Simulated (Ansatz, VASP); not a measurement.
# MoS2 in VASP and in Ansatz

Contents of INCAR:

```
ALGO = Normal
EDIFF = 1E-6
ENCUT = 500
GGA = PE
GGA_COMPAT = F
ISIF = 2
ISMEAR = 0
IVDW = 12
LASPH = T
LCHARG = F
LREAL = F
LWAVE = F
NBANDS = 20
NELM = 120
PREC = Accurate
SIGMA = 0.05
```

The input KPOINTS:

```
k-points
0
Gamma
  12 12 4
```

File POSCAR:

```
MoS2
1.0
    3.1219335931      0.0000000000      0.0000000000
   -1.5609667966      2.7036738005      0.0000000000
    0.0000000000      0.0000000000      6.7624203560
Mo S
1 2
Direct
    0.0000000000      0.0000000000      0.0000000000
    0.3333333333      0.6666666667      0.1981708616
    0.3333333333      0.6666666667      0.8018291384
```

Input for Ansatz:

```yaml
crystal:
  lattice:
    - [3.1219335931, 0.0, 0.0]
    - [-1.5609667966, 2.7036738005, 0.0]
    - [0.0, 0.0, 6.762420356]
  atoms:
    - { symbol: Mo, position: [0.0, 0.0, 0.0] }
    - { symbol: S, position: [0.3333333333, 0.6666666667, 0.1981708616] }
    - { symbol: S, position: [0.3333333333, 0.6666666667, 0.8018291384] }
basis:
  ecutwfc: 420
kpoints:
  mp_grid: { grid: [12, 12, 4] }
hamiltonian:
  xc: pbe
  dispersion: d3bj
scf:
  occupations: { method: gaussian, width: 0.05 }
output:
  forces: true
  stress: true
  eigenvalues: true
```

Alike in both runs: task single point; functional PBE; dispersion D3(BJ); k mesh 12 × 12 × 4; occupations gaussian, width 0.05 eV; no spin polarisation.

```csv
,VASP,Ansatz
version,VASP 6.6.1,Ansatz 0.2.0
potentials or method,"VASP PAW PBE potentials, release 64 (Mo_sv, S), cutoff 500 eV","scalar-relativistic, plane waves, PAW"
valence electrons in the cell,26,26
```

|  | VASP | Ansatz | Ansatz less VASP |
| --- | --- | --- | --- |
| gap on the k mesh at the Fermi level (eV) | none | none | - |
| rms of the force components (eV/Å) | 2.875 | 2.894 | +0.0194 |

Atom by atom the forces differ by 0.019 eV/Å (rms over components). A gap of «none» marks a metal or a gap that the smearing closes.
